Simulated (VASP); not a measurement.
Wanted: the native input for a VASP 6.6.1 run.

| Property | Result |
| --- | --- |
| Task | single point |
| Functional | PBE |
| Potentials or basis | VASP PAW PBE potentials, release 64 (C) |
| Cutoff | 520 eV |
| k mesh | 22 × 22 × 22 |
| Occupations | gaussian, width 0.1 eV |
| Spin | no spin polarisation |
| Dipole correction | no |
| Further INCAR settings | ALGO = Normal; EDIFF = 1e-06; NBANDS = 11 |

The structure of C lies in POSCAR:

```
C
1.0
   -1.9387699050      1.9387699050      1.0706047155
    1.9387699050     -1.9387699050      1.0706047155
    1.9387699050      1.9387699050     -1.0706047155
C
2
Direct
    0.2500000000      0.7500000000      0.5000000000
    0.5000000000      0.5000000000      0.0000000000
```

This cell differs from its parent crystal: Si replaced by C, lengths x 0.811, strained.

One way to write it, as run:

INCAR

```
SYSTEM = C
ALGO = Normal
EDIFF = 1E-6
ENCUT = 520
GGA = PE
ISIF = 2
ISMEAR = 0
LASPH = .True.
LCHARG = .True.
LELF = .True.
LREAL = .False.
LVHAR = .True.
LWAVE = .False.
NBANDS = 11
NELM = 60
PREC = Accurate
SIGMA = 0.1
```

KPOINTS

```
k-points
0
Gamma
  22 22 22
  0 0 0
```

Potentials or basis: VASP PAW PBE potentials, release 64 (C).

The run is started by

```bash
$ cat potpaw_PBE.64/C/POTCAR > POTCAR
$ mpirun -np 1 vasp_std > vasp.out
```

It gave:

| Item | Value |
| --- | --- |
| Pressure | -53.3 GPa |
| Band gap on the k mesh | zero (band 4 reaches 8.08 eV, above the bottom of band 5 at 1.23 eV) |

Caveat: the cell differs from its parent crystal (Si replaced by C, lengths x 0.811, strained).

It took 55 s on 1 thread of Intel(R) Xeon(R) Platinum 8488C (Sapphire Rapids), on a shared host, peak memory 0.23 GiB.
